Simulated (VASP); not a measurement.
# InAg16 in VASP: further runs

Runs on InAg16. Level: PBE+D3(BJ). Tasks: single point.

Program: VASP 6.6.1. These are calculated values, not measurements. Logs are shortened: lines on timing, memory, paths and dates and some standing lists are left out, and cuts for length are marked.

## 1. The cell of the first run

The cell holds a slab with vacuum, 17 atoms: a = 8.180 Å, b = 5.784 Å, c = 15.338 Å, α = 90.00°, β = 90.00°, γ = 90.00°.

## 2. Single point, PBE+D3(BJ)

File INCAR:

```
  PREC = Accurate
  ENCUT = 520
  EDIFF = 1E-6
  ISMEAR = -1
  SIGMA = 0.05
  LREAL = Auto
  LASPH = T
  NELM = 100
  ALGO = Normal
  ISIF = 2
  LWAVE = F
  LCHARG = F
  GGA = PE
  IVDW = 12
  NBANDS = 108
```

File KPOINTS:

```
Automatic mesh
0
Gamma
  2 3 1
```

File POSCAR:

```
InAg16
1.0
    8.1800000000      0.0000000000      0.0000000000
    0.0000000000      5.7841330000      0.0000000000
    0.0000000000      0.0000000000     15.3381000000
Ag In
16 1
Direct
    0.2500000000      0.2499942515      0.0651971235
    0.7500000000      0.2499942515      0.0651971235
    0.2500000000      0.7500000432      0.0651971235
    0.7500000000      0.7500000432      0.0651971235
    0.0059902200     -0.0308775749      0.1607695868
    0.5026405868     -0.0179802228      0.1573141393
   -0.0026039120      0.4858636549      0.1653333855
    0.4971026895      0.4653938628      0.1569751143
    0.2578117359      0.1914547954      0.2531669503
    0.7454034230      0.1952410154      0.2547903586
    0.2725672372      0.7106164398      0.2733389403
    0.7389608802      0.7388661360      0.2673994823
    0.0033374083     -0.0249302704      0.3568434161
    0.5138875306     -0.0056706856      0.3734295643
   -0.0520415648      0.4834259517      0.3712259015
    0.5482029340      0.5058147868      0.3699349985
    0.2612713936      0.3442521118      0.4221318155
```

Potentials or basis: VASP PAW PBE potentials, release 64 (Ag, In_d).

On the command line:

```console
$ cat potpaw_PBE.64/Ag/POTCAR potpaw_PBE.64/In_d/POTCAR > POTCAR
$ mpirun -np 1 vasp_std > vasp.out
```

OUTCAR:

```text
PREC = Accurate
   ENCUT = 520
   EDIFF = 1E-6
   ISMEAR = -1
   LREAL = Auto
   LASPH = T
   NELM = 100
   ISIF = 2
   GGA = PE
   IVDW = 12
 IVDW          = 12

 ion  position               nearest neighbor table
   1  0.250  0.250  0.065-   8 2.76   3 2.89   3 2.89   9 2.90   7 2.91   6 2.94   5 2.96
   2  0.750  0.250  0.065-   8 2.80   7 2.88   4 2.89   4 2.89   6 2.91  10 2.93   5 3.03
   3  0.250  0.750  0.065-   5 2.78   6 2.84   1 2.89   1 2.89   8 2.96   7 2.99  11 3.21
   4  0.750  0.750  0.065-   6 2.81   5 2.85   2 2.89   2 2.89   7 2.96   8 3.00  12 3.10
   5  0.006  0.969  0.161-   3 2.78   7 2.80   9 2.81   4 2.85  10 2.89   1 2.96   7 2.99  13 3.01
                             2 3.03  12 3.04  11 3.16
   6  0.503  0.982  0.157-   9 2.76  10 2.77   8 2.80   4 2.81   3 2.84   2 2.91  12 2.93   1 2.94
                             8 2.99  11 3.03  14 3.32
   7  0.997  0.486  0.165-   5 2.80   2 2.88   1 2.91   4 2.96   5 2.99  10 2.99   3 2.99  12 3.01
                             9 3.04  11 3.08  15 3.18
   8  0.497  0.465  0.157-   1 2.76   2 2.80   6 2.80   9 2.92  11 2.93   3 2.96  10 2.97   6 2.99
                             4 3.00  12 3.05  16 3.30
   9  0.258  0.191  0.253-  17 2.74   6 2.76  11 2.80   5 2.81  13 2.90   1 2.90   8 2.92  14 3.02
                            11 3.02   7 3.04  16 3.49  15 3.54
  10  0.745  0.195  0.255-  12 2.65   6 2.77  14 2.87   5 2.89  13 2.92   2 2.93  15 2.95   8 2.97
                            16 2.99   7 2.99  12 3.15
  11  0.273  0.711  0.273-   9 2.80   8 2.93  16 2.95  13 2.97  14 2.99   9 3.02   6 3.03   7 3.08
                            17 3.12   5 3.16   3 3.21  15 3.32
  12  0.739  0.739  0.267-  16 2.59  10 2.65  15 2.76  14 2.87  13 2.90   6 2.93   7 3.01   5 3.04
                             8 3.05   4 3.10  10 3.15
  13  0.003  0.975  0.357-  15 2.89  12 2.90   9 2.90  10 2.92  11 2.97  15 2.98   5 3.01  17 3.16

  14  0.514  0.994  0.373-  16 2.84  12 2.87  10 2.87  16 2.97  17 2.99  11 2.99   9 3.02   6 3.32

  15  0.948  0.483  0.371-  12 2.76  17 2.80  13 2.89  10 2.95  13 2.98   7 3.18  16 3.27  11 3.32
                             9 3.54
  16  0.548  0.506  0.370-  12 2.59  17 2.65  14 2.84  11 2.95  14 2.97  10 2.99  15 3.27   8 3.30
                             9 3.49
  17  0.261  0.344  0.422-  16 2.65   9 2.74  15 2.80  14 2.99  11 3.12  13 3.16

  LATTYP: Found a simple orthorhombic cell.
 ALAT       =     5.7841330000
 B/A-ratio  =     1.4142136773
 C/A-ratio  =     2.6517543770

  Lattice vectors:

 A1 = (   0.0000000000,  -5.7841330000,   0.0000000000)
 A2 = (   8.1800000000,   0.0000000000,   0.0000000000)
 A3 = (   0.0000000000,   0.0000000000,  15.3381000000)

Analysis of symmetry for initial positions (statically):
=====================================================================
 Subroutine PRICEL returns:
 Original cell was already a primitive cell.

 Routine SETGRP: Setting up the symmetry group for a
[... 141 lines left out ...]
   NUPDOWN=      -1.0000    fix difference up-down
   EMIN   =  10.00;   EMAX   =-10.00  energy-range for DOS
   EFERMI =   0.00;   METHOD = LEGACY
   ISMEAR =    -1;   SIGMA  =   0.05  broadening in eV -4-tet -1-fermi 0-gaus
   EFERMI_NEDOS =   21; number of points for ismear=-14 and -15
   IALGO  =     38    algorithm
   IMIX   =      4    mixing-type and parameters
     AMIX     =   0.40;   BMIX     =  1.00
     AMIX_MAG =   1.60;   BMIX_MAG =  1.00
  volume/ion in A,a.u.               =      42.69       288.08
  Fermi-wavevector in a.u.,A,eV,Ry     =   1.045461  1.975634 14.871006  1.092988
  Thomas-Fermi vector in A             =   2.180257
   LORBIT       =      0    0 simple, 1 ext, 2 COOP (PROOUT), +10 PAW based schemes
   GGA     = PE    functional components
   LHFCALC =     F    Hartree Fock is set to
   AEXX    =    0.0000 exact exchange contribution
   IVDW    =    12    specifies the selected vdW correction
   LEPSILON=     F    determine dielectric tensor
   LRPA    =     F    only Hartree local field effects (RPA)
 non-spin polarized calculation
  energy-cutoff  :      520.00
  volume of cell :      725.71
 maximum number of plane-waves:     19590
 NGX is ok and might be reduce to    64
   NGX = 31   NGY = 21   NGZ = 57

 number of electron     189.0000009 magnetization

 Free energy of the ion-electron system (eV)
  ---------------------------------------------------
  ext. energy  EPLUGINS =         0.00000000
  ---------------------------------------------------
  free energy    TOTEN  =       -40.35018984 eV

  energy without entropy =      -40.29936358  energy(sigma->0) =      -40.32477671

 E-fermi :   0.9957     XC(G=0):  -6.2113

 val. band max:        0.8666507586   @ k =   0.0000   0.0000   0.0000
 cond. band min:       1.0177632766   @ k =   0.5000   0.0000   0.0000
 fundamental gap:      0.1511125180
 Fermi energy:         0.9956572557

 k-point     1 :       0.0000    0.0000    0.0000
  band No.  band energies     occupation
      1     -13.6038      2.00000
      2     -13.5640      2.00000
      3     -13.5378      2.00000
      4     -13.5139      2.00000
      5     -13.5088      2.00000
      6      -6.0798      2.00000
[... 425 lines left out ...]
    105       3.8583      0.00000
    106       4.3449      0.00000
 [bands above 106 left out]

------------------------ aborting loop because EDIFF is reached ----------------------------------------

 Edisp (eV)   -6.09422

 E8    (eV) :    -2.7983

  FORCE on cell =-STRESS in cart. coord.  units (eV):
  Direction    XX          YY          ZZ          XY          YZ          ZX
  --------------------------------------------------------------------------------------
  -------------------------------------------------------------------------------------
  Total     -10.38605    -8.39955    -4.74635     0.94106     0.07183    -1.30707
  in kB     -22.92966   -18.54401   -10.47870     2.07761     0.15857    -2.88566
  external pressure =      -17.32 kB  Pullay stress =        0.00 kB

 VOLUME and BASIS-vectors are now :
 -----------------------------------------------------------------------------
  energy-cutoff  :      520.00
  volume of cell :      725.71
      direct lattice vectors                 reciprocal lattice vectors
     8.180000000  0.000000000  0.000000000     0.122249389  0.000000000  0.000000000
     0.000000000  5.784133000  0.000000000     0.000000000  0.172886758  0.000000000
     0.000000000  0.000000000 15.338100000     0.000000000  0.000000000  0.065197124

 POSITION                                       TOTAL-FORCE (eV/Angst)
 -----------------------------------------------------------------------------------
      2.04500      1.44600      1.00000        -0.218202     -0.059094      0.162615
      6.13500      1.44600      1.00000         0.185743     -0.022211      0.306217
      2.04500      4.33810      1.00000         0.069897     -0.278333      0.350881
      6.13500      4.33810      1.00000         0.036362     -0.267265      0.446863
      0.04900      5.60553      2.46590        -0.149592      0.276216     -0.042164
      4.11160      5.68013      2.41290        -0.098440     -0.384096     -0.260947
[... 9 lines left out ...]
      4.48430      2.92570      5.67410         0.220149     -0.477038      0.033795
      2.13720      1.99120      6.47470        -0.536509     -0.221746      0.268582
 -----------------------------------------------------------------------------------
    total drift:                                0.011682      0.010016      0.017823

  FREE ENERGIE OF THE ION-ELECTRON SYSTEM (eV)
  ---------------------------------------------------
  free  energy   TOTEN  =       -46.4444103194 eV

  energy  without entropy=      -46.3935840579  energy(sigma->0) =      -46.41899719
```

OSZICAR:

```text
N       E                     dE             d eps       ncg     rms          rms(c)
DAV:   1     0.128422012417E+04    0.12842E+04   -0.86676E+04   864   0.156E+03
DAV:   2     0.414956500330E+02   -0.12427E+04   -0.11859E+04   904   0.346E+02
DAV:   3    -0.405668756182E+02   -0.82063E+02   -0.78727E+02   992   0.927E+01
[... 12 lines left out ...]
DAV:  16    -0.403501088142E+02   -0.23578E-03   -0.33713E-05   868   0.188E-02    0.448E-03
DAV:  17    -0.403501684554E+02   -0.59641E-04   -0.84440E-06   584   0.728E-03    0.269E-03
DAV:  18    -0.403501874359E+02   -0.18980E-04   -0.39734E-06   568   0.445E-03    0.130E-03
DAV:  19    -0.403501893106E+02   -0.18747E-05   -0.36493E-07   592   0.270E-03    0.555E-04
DAV:  20    -0.403501898408E+02   -0.53025E-06   -0.10555E-07   536   0.121E-03
   1 F= -.46444410E+02 E0= -.46418997E+02  d E =-.508263E-01
```

stdout:

```text
POSCAR found type information on POSCAR AgIn
 POSCAR found :  2 types and      17 ions
 scaLAPACK will be used
 LDA part: xc-table for (Slater+PW92), standard interpolation
 POSCAR, INCAR and KPOINTS ok, starting setup
 FFT: planning ... GRIDC
 FFT: planning ... GRID_SOFT
 FFT: planning ... GRID
 WAVECAR not read
 entering main loop
```

Run time: 8.2 min. Hardware: 1 thread of Intel Xeon Platinum 8259CL at 2.50GHz (Skylake/Cascade Lake), shared host; peak memory 0.8 GiB.

Results:

```
Free energy                : -46.4444 eV
Largest force              : 1.136 eV/Å
Band gap on the k mesh     : zero (an odd number of electrons rules out a gap without spin polarisation)
Dispersion energy per atom : -0.358 eV
```

Forces on the atoms (eV/Å):
```
Ag  -0.218 -0.059  0.163
Ag   0.186 -0.022  0.306
Ag   0.070 -0.278  0.351
Ag   0.036 -0.267  0.447
Ag  -0.150  0.276 -0.042
Ag  -0.098 -0.384 -0.261
Ag   0.097 -0.202  0.026
Ag   0.113  0.569  0.137
Ag  -0.145  0.367 -0.238
Ag   0.192  1.086  0.270
Ag  -0.169 -0.184  0.041
Ag   0.474 -0.326 -0.677
Ag   0.070  0.128 -0.204
Ag  -0.118  0.174 -0.303
Ag  -0.024 -0.179 -0.320
Ag   0.220 -0.477  0.034
In  -0.537 -0.222  0.269
```

Caveat: the k points lie up to 0.38 Å⁻¹ apart, too coarse for converged energies and pressures of a metal; spin-orbit coupling is left out, which moves the levels of the heavy elements.

## 3. Single point, PBE+D3(BJ)

File INCAR:

```
SYSTEM = InAg16
PREC = Accurate
ENCUT = 520
EDIFF = 1E-7
ISMEAR = -1
SIGMA = 0.05
LREAL = Auto
LASPH = .TRUE.
NELM = 80
ALGO = Normal
ISIF = 2
LWAVE = .FALSE.
LCHARG = .FALSE.
GGA = PE
IVDW = 12
NBANDS = 108
```

File KPOINTS:

```
regular mesh
0
G
  2 3 1
  0 0 0
```

File POSCAR:

```
InAg16
1.0
    8.1800000000      0.0000000000      0.0000000000
    0.0000000000      5.7841330000      0.0000000000
    0.0000000000      0.0000000000     15.3381000000
Ag In
16 1
Direct
    0.2500000000      0.2499942515      0.0651971235
    0.7500000000      0.2499942515      0.0651971235
    0.2500000000      0.7500000432      0.0651971235
    0.7500000000      0.7500000432      0.0651971235
   -0.0097188264      0.0041319935      0.1514985559
    0.5137163814     -0.0065178308      0.1522548425
    0.0129584352      0.4854487267      0.1529524517
    0.4985941320      0.4849473551      0.1570663902
    0.2595965770      0.1994075862      0.2428723245
    0.7430195599      0.2413672023      0.2544448139
    0.2518581907      0.6848217356      0.2758164310
    0.7695721271      0.7438106973      0.2452454998
    0.0134229829     -0.0238237952      0.3438496294
    0.4961369193     -0.0062585006      0.3547245096
   -0.0775672372      0.5142689492      0.3769371695
    0.5532396088      0.5129550099      0.3675618232
    0.2339853301      0.3325995443      0.4179526799
```

Potentials or basis: VASP PAW PBE potentials, release 64 (Ag, In_d).

On the command line:

```console
$ cat potpaw_PBE.64/Ag/POTCAR potpaw_PBE.64/In_d/POTCAR > POTCAR
$ mpirun -np 1 vasp_std > vasp.out
```

Run time: 9.2 min. Hardware: 1 thread of Intel Xeon Platinum 8259CL at 2.50GHz (Skylake/Cascade Lake), shared host; peak memory 0.8 GiB.

The run converged. Its results:

| Item | Value |
| --- | --- |
| Free energy | -46.6387 eV |
| Largest force | 0.753 eV/Å |
| Band gap on the k mesh | zero (an odd number of electrons rules out a gap without spin polarisation) |
| Dispersion energy per atom | -0.361 eV |

Forces on the atoms (eV/Å):
```
Ag   0.187 -0.157 -0.352
Ag   0.035  0.315  0.003
Ag   0.108  0.040  0.368
Ag   0.095 -0.408 -0.171
Ag   0.577 -0.273 -0.062
Ag  -0.429 -0.340  0.025
Ag  -0.246  0.361  0.172
Ag  -0.079  0.399  0.000
Ag  -0.116 -0.084  0.119
Ag   0.289 -0.038  0.290
Ag   0.126  0.177 -0.120
Ag  -0.582  0.005  0.478
Ag  -0.206  0.399  0.009
Ag   0.135  0.105 -0.276
Ag   0.071 -0.340 -0.110
Ag  -0.072 -0.120 -0.265
In   0.107 -0.042 -0.108
```

Levels at points of the mesh, in eV from the Fermi level:
```tsv
k point	band 92	band 93	band 94	band 95	band 96	band 97
(0.00, 0.00, 0.00)	-1.05	-0.27	-0.13	0.38	0.49	0.67
(0.50, 0.00, 0.00)	-0.14	-0.01	0.05	0.29	0.35	0.45
```

Caveat: the k points lie up to 0.38 Å⁻¹ apart, too coarse for converged energies and pressures of a metal; spin-orbit coupling is left out, which moves the levels of the heavy elements.
